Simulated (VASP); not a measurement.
# MgS in VASP: a series of runs

Runs on MgS. Level: PBE. Tasks: single point.

All numbers are computed with VASP 6.6.1; they aren't measurements. Logs are shortened: lines on timing, memory, paths and dates and some standing lists are left out, and cuts for length are marked.

### 1 The cell of the first run

The structure is cubic, space group Fm-3m (No. 225). Conventional cell: a = 5.463 Å, b = 5.463 Å, c = 5.463 Å, α = 90.00°, β = 90.00°, γ = 90.00°. Mg (site symmetry m-3m) has 6 S at 2.73 Å within 3.6 Å. S (site symmetry m-3m) has 6 Mg at 2.73 Å within 3.6 Å.

### 2 Single point, PBE (strain +0.050 along x and y, +0.050 along z)

INCAR

```
SYSTEM = MgS
PREC = Accurate ; ENCUT = 520
EDIFF = 1E-7 ; ISMEAR = 0
SIGMA = 0.05 ; LREAL = .FALSE.
LASPH = .TRUE. ; NELM = 60
ALGO = Normal ; ISIF = 2
LWAVE = .FALSE. ; LCHARG = .FALSE.
GGA = PE ; NBANDS = 11
```

KPOINTS

```
regular mesh
0
G
  8 8 8
  0 0 0
```

POSCAR

```
MgS
1.0
    0.0000000000      2.7317325000      2.7317325000
    2.7317325000      0.0000000000      2.7317325000
    2.7317325000      2.7317325000      0.0000000000
Mg S
1 1
Direct
    0.0000000000      0.0000000000      0.0000000000
    0.5000000000      0.5000000000      0.5000000000
```

Potentials or basis: VASP PAW PBE potentials, release 64 (Mg, S).

Launch:

```sh
> cat potpaw_PBE.64/Mg/POTCAR potpaw_PBE.64/S/POTCAR > POTCAR
> mpirun -np 1 vasp_std > vasp.out
```

OUTCAR:

```text
SYSTEM = MgS
   PREC = Accurate
   ENCUT = 520
   EDIFF = 1E-7
   ISMEAR = 0
   LREAL = .FALSE.
   LASPH = .TRUE.
   NELM = 60
   ISIF = 2
   GGA = PE

 ion  position               nearest neighbor table
   1  0.000  0.000  0.000-   2 2.73   2 2.73   2 2.73   2 2.73   2 2.73   2 2.73
   2  0.500  0.500  0.500-   1 2.73   1 2.73   1 2.73   1 2.73   1 2.73   1 2.73

  LATTYP: Found a face centered cubic cell.
 ALAT       =     5.4634650000

  Lattice vectors:

 A1 = (   0.0000000000,   2.7317325000,   2.7317325000)
 A2 = (   2.7317325000,   0.0000000000,   2.7317325000)
 A3 = (   2.7317325000,   2.7317325000,   0.0000000000)

Analysis of symmetry for initial positions (statically):
=====================================================================
 Subroutine PRICEL returns:
 Original cell was already a primitive cell.

 Routine SETGRP: Setting up the symmetry group for a
 face centered cubic supercell.

 Subroutine GETGRP returns: Found 48 space group operations
 (whereof 48 operations were pure point group operations)
 out of a pool of 48 trial point group operations.

The static configuration has the point symmetry O_h .

Analysis of symmetry for dynamics (positions and initial velocities):
=====================================================================
 Subroutine PRICEL returns:
 Original cell was already a primitive cell.

 Routine SETGRP: Setting up the symmetry group for a
 face centered cubic supercell.

 Subroutine GETGRP returns: Found 48 space group operations
 (whereof 48 operations were pure point group operations)
 out of a pool of 48 trial point group operations.

The dynamic configuration has the point symmetry O_h .

 Subroutine INISYM returns: Found 48 space group operations
 (whereof 48 operations are pure point group operations),
 and found     1 'primitive' translations

----------------------------------------------------------------------------------------

                                     Primitive cell

  volume of cell :      40.7704

  direct lattice vectors                    reciprocal lattice vectors
     0.000000000  2.731732500  2.731732500    -0.183034027  0.183034027  0.183034027
     2.731732500  0.000000000  2.731732500     0.183034027 -0.183034027  0.183034027
     2.731732500  2.731732500  0.000000000     0.183034027  0.183034027 -0.183034027

  length of vectors
     3.863253150  3.863253150  3.863253150     0.317024234  0.317024234  0.317024234

  position of ions in fractional coordinates (direct lattice)
     0.000000000  0.000000000  0.000000000
     0.500000000  0.500000000  0.500000000

  ion indices of the primitive-cell ions
   primitive index   ion index
                 1           1
                 2           2

----------------------------------------------------------------------------------------

 KPOINTS: regular mesh

Automatic generation of k-mesh.
 Grid dimensions read from file:
 generate k-points for:    8    8    8

 Generating k-lattice:

  Cartesian coordinates                     Fractional coordinates (reciprocal lattice)
    -0.022879253  0.022879253  0.022879253     0.125000000  0.000000000  0.000000000
     0.022879253 -0.022879253  0.022879253     0.000000000  0.125000000  0.000000000
     0.022879253  0.022879253 -0.022879253     0.000000000  0.000000000  0.125000000

  Length of vectors
     0.039628029  0.039628029  0.039628029

  Shift w.r.t. Gamma in fractional coordinates (k-lattice)
     0.000000000  0.000000000  0.000000000

 Subroutine IBZKPT returns following result:
 ===========================================

 Found     29 irreducible k-points:

 Following reciprocal coordinates:
            Coordinates               Weight
  0.000000  0.000000  0.000000      1.000000
  0.125000  0.000000  0.000000      8.000000
  0.250000  0.000000  0.000000      8.000000
  0.375000  0.000000  0.000000      8.000000
  0.500000  0.000000  0.000000      4.000000
  0.125000  0.125000  0.000000      6.000000
[... 16 lines left out ...]
  0.500000  0.250000  0.125000     48.000000
 -0.375000  0.250000  0.125000     24.000000
 [... further k-points ...]
   k-points           NKPTS =     29   k-points in BZ     NKDIM =     29   number of bands    NBANDS=     11
   number of dos      NEDOS =    301   number of ions     NIONS =      2
   total plane-waves  NPLWV =  27000
   dimension x,y,z NGX =    30 NGY =   30 NGZ =   30
   dimension x,y,z NGXF=    60 NGYF=   60 NGZF=   60
   ions per type =               1   1
   NGX,Y,Z   is equivalent  to a cutoff of  12.91, 12.91, 12.91 a.u.
   NGXF,Y,Z  is equivalent  to a cutoff of  25.82, 25.82, 25.82 a.u.
 SYSTEM =  MgS
   PREC   = accura    normal or accurate (medium, high low for compatibility)
   ISTART =      0    job   : 0-new  1-cont  2-samecut
   ICHARG =      2    charge: 1-file 2-atom 10-const
   ISPIN  =      1    spin polarized calculation?
   LNONCOLLINEAR =      F non collinear calculations
   LSORBIT =      F    spin-orbit coupling
   LASPH  =      T    aspherical Exc in radial PAW
   ENCUT  =  520.0 eV  38.22 Ry    6.18 a.u.   7.18  7.18  7.18*2*pi/ulx,y,z
   NELM   =     60;   NELMIN=  2; NELMDL= -5     # of ELM steps
   EDIFF  = 0.1E-06   stopping-criterion for ELM
   LREAL  =      F    real-space projection
   EDIFFG = 0.1E-05   stopping-criterion for IOM
   NSW    =      0    number of steps for IOM
   IBRION =     -1    ionic relax: 0-MD 1-quasi-New 2-CG
   NFREE  =      0    steps in history (QN), initial steepest desc. (CG)
   ISIF   =      2    stress and relaxation
   ISYM   =      2    0-nonsym 1-usesym 2-fastsym
   POTIM  = 0.5000    time-step for ionic-motion
   TEBEG  =    0.0;   TEEND  =   0.0 temperature during run
   PSTRESS=    0.0 pullay stress
   NELECT =       8.0000    total number of electrons
   NUPDOWN=      -1.0000    fix difference up-down
   EMIN   =  10.00;   EMAX   =-10.00  energy-range for DOS
   EFERMI =   0.00;   METHOD = LEGACY
   ISMEAR =     0;   SIGMA  =   0.05  broadening in eV -4-tet -1-fermi 0-gaus
   EFERMI_NEDOS =   21; number of points for ismear=-14 and -15
   IALGO  =     38    algorithm
   IMIX   =      4    mixing-type and parameters
     AMIX     =   0.40;   BMIX     =  1.00
     AMIX_MAG =   1.60;   BMIX_MAG =  1.00
  volume/ion in A,a.u.               =      20.39       137.57
  Fermi-wavevector in a.u.,A,eV,Ry     =   0.951313  1.797720 12.313218  0.904996
  Thomas-Fermi vector in A             =   2.079771
   LORBIT       =      0    0 simple, 1 ext, 2 COOP (PROOUT), +10 PAW based schemes
   GGA     = PE    functional components
   LHFCALC =     F    Hartree Fock is set to
   AEXX    =    0.0000 exact exchange contribution
   IVDW    =     0    specifies the selected vdW correction
   LEPSILON=     F    determine dielectric tensor
   LRPA    =     F    only Hartree local field effects (RPA)
 non-spin polarized calculation
 Gauss-broadening in eV      SIGMA  =   0.05
  energy-cutoff  :      520.00
  volume of cell :       40.77
 maximum number of plane-waves:      1121
 NGX is ok and might be reduce to    30
   NGX = 15   NGY = 15   NGZ = 15

 number of electron       7.9999999 magnetization

 Free energy of the ion-electron system (eV)
  ---------------------------------------------------
  ext. energy  EPLUGINS =         0.00000000
  ---------------------------------------------------
  free energy    TOTEN  =        -8.36607520 eV

  energy without entropy =       -8.36607520  energy(sigma->0) =       -8.36607520

 E-fermi :   2.7358     XC(G=0):  -9.0998

 val. band max:        2.5217721470   @ k =   0.0000   0.0000   0.0000
 cond. band min:       4.9652445984   @ k =   0.5000   0.5000   0.0000
 fundamental gap:      2.4434724514
 Fermi energy:         2.7357982525

 k-point     1 :       0.0000    0.0000    0.0000
  band No.  band energies     occupation
      1      -9.3976      2.00000
      2       2.5218      2.00000
      3       2.5218      2.00000
      4       2.5218      2.00000
      5       5.1808      0.00000
      6      10.5221      0.00000
      7      10.5221      0.00000
      8      10.5221      0.00000
      9      12.6780      0.00000
     10      12.6780      0.00000
     11      14.4927      0.00000

 k-point     2 :       0.1250    0.0000    0.0000
  band No.  band energies     occupation
      1      -9.2802      2.00000
      2       1.5567      2.00000
      3       2.4477      2.00000
      4       2.4477      2.00000
      5       6.0232      0.00000
      6      10.1018      0.00000
      7      10.6926      0.00000
      8      10.6926      0.00000
      9      11.9317      0.00000
     10      11.9317      0.00000
     11      14.1115      0.00000

 k-point     3 :       0.2500    0.0000    0.0000
  band No.  band energies     occupation
      1      -8.9687      2.00000
      2       0.0505      2.00000
      3       2.2835      2.00000
      4       2.2835      2.00000
      5       6.8635      0.00000
      6      10.1082      0.00000
      7      10.1342      0.00000
      8      10.1342      0.00000
      9      12.5318      0.00000
     10      12.5318      0.00000
     11      13.4517      0.00000

 k-point     4 :       0.3750    0.0000    0.0000
  band No.  band energies     occupation
      1      -8.6040      2.00000
      2      -1.1340      2.00000
      3       2.1365      2.00000
      4       2.1365      2.00000
      5       6.9105      0.00000
      6       9.4629      0.00000
      7       9.4629      0.00000
      8      10.8374      0.00000
      9      13.4107      0.00000
     10      14.3112      0.00000
     11      14.3112      0.00000

 k-point     5 :       0.5000    0.0000    0.0000
  band No.  band energies     occupation
      1      -8.4311      2.00000
      2      -1.5930      2.00000
      3       2.0798      2.00000
      4       2.0798      2.00000
      5       6.8421      0.00000
      6       9.2227      0.00000
      7       9.2227      0.00000
      8      11.0698      0.00000
      9      13.9137      0.00000
     10      16.3386      0.00000
     11      16.3386      0.00000
[... 211 lines left out ...]
 k-point    21 :       0.5000    0.5000    0.0000
  band No.  band energies     occupation
      1      -8.1621      2.00000
      2      -0.9627      2.00000
      3       1.1403      2.00000
      4       1.1403      2.00000
      5       4.9652      0.00000
      6       7.2956      0.00000
      7      13.1465      0.00000
      8      14.4417      0.00000
      9      14.4417      0.00000
     10      14.9078      0.00000
     11      17.7251      0.00000

 k-point    22 :       0.3750    0.2500    0.1250
  band No.  band energies     occupation
      1      -8.7297      2.00000
      2      -0.1731      2.00000
      3       1.3604      2.00000
      4       1.9997      2.00000
      5       7.5887      0.00000
      6       9.0701      0.00000
      7       9.1126      0.00000
      8      11.0878      0.00000
      9      12.2708      0.00000
     10      14.8593      0.00000
     11      16.2222      0.00000

 k-point    23 :       0.5000    0.2500    0.1250
  band No.  band energies     occupation
      1      -8.4275      2.00000
      2      -0.8273      2.00000
      3       0.9115      2.00000
      4       1.7458      2.00000
      5       7.6678      0.00000
      6       8.5688      0.00000
      7       9.9909      0.00000
      8      10.8342      0.00000
      9      13.4460      0.00000
     10      15.8769      0.00000
     11      16.3643      0.00000

 k-point    24 :      -0.3750    0.2500    0.1250
  band No.  band energies     occupation
      1      -8.2886      2.00000
      2      -1.1207      2.00000
      3       0.7872      2.00000
      4       1.6098      2.00000
      5       7.6763      0.00000
      6       8.2942      0.00000
      7      10.4572      0.00000
      8      11.1976      0.00000
      9      14.1357      0.00000
     10      14.6706      0.00000
     11      17.2048      0.00000

 [... further k-points ...]

------------------------ aborting loop because EDIFF is reached ----------------------------------------

  FORCE on cell =-STRESS in cart. coord.  units (eV):
  Direction    XX          YY          ZZ          XY          YZ          ZX
  --------------------------------------------------------------------------------------
  -------------------------------------------------------------------------------------
  Total       -1.9461311     -1.9461311     -1.9461311      0.0000000      0.0000000     -0.0000000
  in kB      -76.4782887    -76.4782887    -76.4782887      0.0000000      0.0000000     -0.0000000
  external PRESSURE =     -76.4782887 kB  Pullay stress =       0.0000000 kB

 VOLUME and BASIS-vectors are now :
 -----------------------------------------------------------------------------
  energy-cutoff  :      520.00
  volume of cell :       40.77
      direct lattice vectors                 reciprocal lattice vectors
     0.000000000  2.731732500  2.731732500    -0.183034027  0.183034027  0.183034027
     2.731732500  0.000000000  2.731732500     0.183034027 -0.183034027  0.183034027
     2.731732500  2.731732500  0.000000000     0.183034027  0.183034027 -0.183034027

 POSITION                                       TOTAL-FORCE (eV/Angst)
 -----------------------------------------------------------------------------------
      0.00000      0.00000      0.00000         0.000000      0.000000      0.000000
      2.73173      2.73173      2.73173        -0.000000     -0.000000     -0.000000
 -----------------------------------------------------------------------------------
    total drift:                               -0.000000     -0.000000      0.000000

  FREE ENERGIE OF THE ION-ELECTRON SYSTEM (eV)
  ---------------------------------------------------
  free  energy   TOTEN  =        -8.3660751968 eV

  energy  without entropy=       -8.3660751968  energy(sigma->0) =       -8.36607520
```

Wall time 19 s (1 thread of Intel Xeon 6975P-C, shared host); peak memory 0.17 GiB.

What came out:

```yaml
Free_energy: -8.3661 eV
Pressure: -7.6 GPa
Band_gap_on_the_k_mesh: 2.44 eV, indirect (least direct gap 2.66 eV)
```

Caveat: the cell differs from its parent crystal (strain +0.050 along x and y, +0.050 along z).

### 3 Single point, PBE (strain -0.050 along x and y, -0.025 along z)

INCAR

```
  PREC = Accurate
  ENCUT = 520
  EDIFF = 1E-7
  ISMEAR = 0
  SIGMA = 0.05
  LREAL = False
  LASPH = True
  NELM = 60
  ALGO = Normal
  ISIF = 2
  LWAVE = False
  LCHARG = False
  GGA = PE
  NBANDS = 11
```

KPOINTS

```
Automatic mesh
0
Gamma
  8 8 8
```

POSCAR

```
MgS
1.0
    0.0000000000      2.4715675000      2.5366087500
    2.4715675000      0.0000000000      2.5366087500
    2.4715675000      2.4715675000      0.0000000000
Mg S
1 1
Direct
    0.0000000000      0.0000000000      0.0000000000
    0.5000000000      0.5000000000      0.5000000000
```

Potentials or basis: VASP PAW PBE potentials, release 64 (Mg, S).

Launch:

```sh
> cat potpaw_PBE.64/Mg/POTCAR potpaw_PBE.64/S/POTCAR > POTCAR
> mpirun -np 1 vasp_std > vasp.out
```

It took 21 s on 1 thread of Intel Xeon 6975P-C, shared host; peak memory 0.17 GiB.

The run converged. Its results:

```yaml
Free_energy: -8.3159 eV
Pressure: 14.0 GPa
Band_gap_on_the_k_mesh: 2.92 eV, indirect (least direct gap 4.74 eV)
```

Stress tensor (GPa, compression positive):
```
15.67  0.00  0.00
 0.00 15.67  0.00
 0.00  0.00 10.65
```

Levels at points of the mesh, in eV from the valence-band top:
```
           k point  band 1  band 2  band 3  band 4  band 5  band 6  band 7  band 8
(0.00, 0.00, 0.00)  -13.53   -0.10   -0.10    0.00    4.74    7.58    7.87    7.87
(0.50, 0.00, 0.00)  -11.87   -5.62   -0.87   -0.77    4.64    6.84    7.13   11.44
(0.50, 0.50, 0.00)  -11.48   -5.01   -1.96   -1.96    3.10    3.95   13.07   13.08
(0.50, 0.00, 0.50)  -11.35   -4.96   -2.22   -1.99    2.92    3.86   13.12   13.33
```

Caveat: the cell differs from its parent crystal (strain -0.050 along x and y, -0.025 along z). A k mesh can miss the band edges.

### 4 Single point, PBE (strain -0.025 along x and y, -0.050 along z)

INCAR

```
ALGO = Normal
EDIFF = 1E-7
ENCUT = 520
GGA = PE
ISIF = 2
ISMEAR = 0
LASPH = T
LCHARG = F
LREAL = F
LWAVE = F
NBANDS = 11
NELM = 60
PREC = Accurate
SIGMA = 0.05
```

KPOINTS

```
k-points
0
Gamma
  8 8 8
```

POSCAR

```
MgS
1.0
    0.0000000000      2.5366087500      2.4715675000
    2.5366087500      0.0000000000      2.4715675000
    2.5366087500      2.5366087500      0.0000000000
Mg S
1 1
Direct
    0.0000000000      0.0000000000      0.0000000000
    0.5000000000      0.5000000000      0.5000000000
```

Launch:

```sh
> cat potpaw_PBE.64/Mg/POTCAR potpaw_PBE.64/S/POTCAR > POTCAR
> mpirun -np 1 vasp_std > vasp.out
```

Wall time 18 s (1 thread of Intel Xeon 6975P-C, shared host); peak memory 0.17 GiB.

It converged, with:

```yaml
Free_energy: -8.3788 eV
Pressure: 10.8 GPa
Band_gap_on_the_k_mesh: 2.85 eV, indirect (least direct gap 4.53 eV)
```

Stress tensor (GPa, compression positive):
```
 9.24  0.00  0.00
 0.00  9.24  0.00
 0.00  0.00 13.99
```

Levels at points of the mesh, in eV from the valence-band top:
```
           k point  band 1  band 2  band 3  band 4  band 5  band 6  band 7  band 8  band 9
(0.00, 0.00, 0.00)  -13.33   -0.12    0.00    0.00    4.53    7.74    7.74    8.03   10.22
(0.50, 0.00, 0.00)  -11.75   -5.44   -0.80   -0.71    4.64    6.83    7.15   11.20   12.74
(0.50, 0.50, 0.00)  -11.21   -4.76   -2.05   -2.05    2.85    3.95   13.12   13.18   14.31
(0.50, 0.00, 0.50)  -11.33   -4.81   -2.03   -1.80    3.01    4.05   12.92   13.03   14.09
```

Caveat: the cell differs from its parent crystal (strain -0.025 along x and y, -0.050 along z).

### 5 The runs side by side

| cell | gap on the mesh (eV) | pressure (GPa) |
| --- | --- | --- |
| a = 3.863 Å, angles 60.0°, 2 atoms | 2.44 | -7.6 |
| a = 3.542, b = 3.542, c = 3.495 Å, angles 60.4, 60.4, 59.1°, 2 atoms | 2.92 | 14.0 |
| a = 3.542, b = 3.542, c = 3.587 Å, angles 59.6, 59.6, 60.9°, 2 atoms | 2.85 | 10.8 |

Alike in all rows: task single point; level PBE; potentials or basis VASP PAW PBE potentials, release 64 (Mg, S); no spin polarisation; k mesh 8 × 8 × 8; cutoff (eV) 520; smearing gaussian 0.05 eV.

Total energies depend on the potentials used, so only differences within one code and one set of settings carry meaning.
